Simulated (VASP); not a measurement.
Set up this calculation in VASP 6.6.1, as the native input.

```yaml
Task: single point
Functional: PBE
Potentials_or_basis: VASP PAW PBE potentials, release 64 (Ca_sv, C)
Cutoff: 520 eV
k_mesh: 6 × 6 × 6
Occupations: gaussian, width 0.1 eV
Spin: no spin polarisation
Dipole_correction: no
Further_INCAR_settings: ALGO = Normal; EDIFF = 1e-07; NBANDS = 14
```

The structure of CaC lies in POSCAR:

```
CaC
1.0
    3.2959444600      0.0000000000      0.0000000000
    0.0000000000      3.2959444600      0.0000000000
    0.0000000000      0.0000000000      3.0843551500
Ca C
1 1
Direct
    0.5000000000      0.5000000000      0.5000000000
    0.0000000000      0.0000000000      0.0000000000
```

These files were run (other wordings do the same):

INCAR

```
  PREC = Accurate
  ENCUT = 520
  EDIFF = 1E-7
  ISMEAR = 0
  SIGMA = 0.1
  LREAL = False
  LASPH = True
  NELM = 60
  ALGO = Normal
  ISIF = 2
  LWAVE = False
  LCHARG = False
  GGA = PE
  NBANDS = 14
```

KPOINTS

```
regular mesh
0
Gamma
  6 6 6
```

Potentials or basis: VASP PAW PBE potentials, release 64 (Ca_sv, C).

Run with:

```console
$ cat potpaw_PBE.64/Ca_sv/POTCAR potpaw_PBE.64/C/POTCAR > POTCAR
$ mpirun -np 1 vasp_std > vasp.out
```

Results of the run:

The pressure is -6.3 GPa. The band gap on the k mesh is zero (band 7 reaches 4.36 eV, above the bottom of band 8 at 1.17 eV).

It took 16 s on 1 thread of Oxide Virtual Turin-like Processor (shared host), peak memory 0.12 GiB.
